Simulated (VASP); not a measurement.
Wanted: the native input for a VASP 6.6.1 run.

* Task: single point
* Functional: PBE
* Dispersion: D3(BJ)
* Potentials or basis: VASP PAW PBE potentials, release 64 (Sn_d, Se)
* Cutoff: 520 eV
* k mesh: 4 × 8 × 8
* Occupations: gaussian, width 0.02 eV
* Spin: no spin polarisation
* Dipole correction: no
* Further INCAR settings: ALGO = Normal; EDIFF = 1e-06; NBANDS = 50

The structure of SnSe lies in POSCAR:

```
SnSe
1.0
   11.3736466319      0.0000000000      0.0000000000
    0.0000000000      4.1489652479      0.0000000000
    0.0000000000      0.0000000000      4.3143224109
Sn Se
4 4
Direct
    0.1169943672      0.2500000000      0.0839883528
    0.3830056328      0.7500000000      0.5839883528
    0.6169943672      0.2500000000      0.4160116472
    0.8830056328      0.7500000000      0.9160116472
    0.3579372706      0.2500000000      0.0213216354
    0.1420627294      0.7500000000      0.5213216354
    0.8579372706      0.2500000000      0.4786783646
    0.6420627294      0.7500000000      0.9786783646
```

The input as run:

INCAR

```
PREC     = Accurate       # precision mode
ENCUT    = 520            # plane-wave cutoff, eV
EDIFF    = 1E-6           # SCF threshold, eV
ISMEAR   = 0              # smearing method
SIGMA    = 0.02           # smearing width, eV
LREAL    = False          # projectors in reciprocal space
LASPH    = True           # aspherical terms in the spheres
NELM     = 100            # most SCF steps
ALGO     = Normal         # electronic algorithm
ISIF     = 2              # what is computed and relaxed
LWAVE    = False          # write WAVECAR
LCHARG   = True           # write CHGCAR
GGA      = PE             # functional
IVDW     = 12             # dispersion correction
LELF     = True           # ELF
LVHAR    = True         
NBANDS   = 50             # bands
```

KPOINTS

```
Automatic mesh
0
Gamma
  4 8 8
```

Potentials or basis: VASP PAW PBE potentials, release 64 (Sn_d, Se).

Launch:

```console
$ cat potpaw_PBE.64/Sn_d/POTCAR potpaw_PBE.64/Se/POTCAR > POTCAR
$ mpirun -np 1 vasp_std > vasp.out
```

It gave:

The pressure is 1.2 GPa and the largest force is 0.016 eV/Å. The band gap on the k mesh is 0.43 eV (least direct gap 0.77 eV) and the dispersion energy per atom is -0.380 eV.

Caveat: semilocal functionals underestimate gaps, and a narrow one can read as zero; spin-orbit coupling is left out, which moves the levels of the heavy elements.

It took 6.6 min on 1 thread of Intel(R) Xeon(R) Platinum 8488C (Sapphire Rapids) (shared host), peak memory 0.68 GiB.
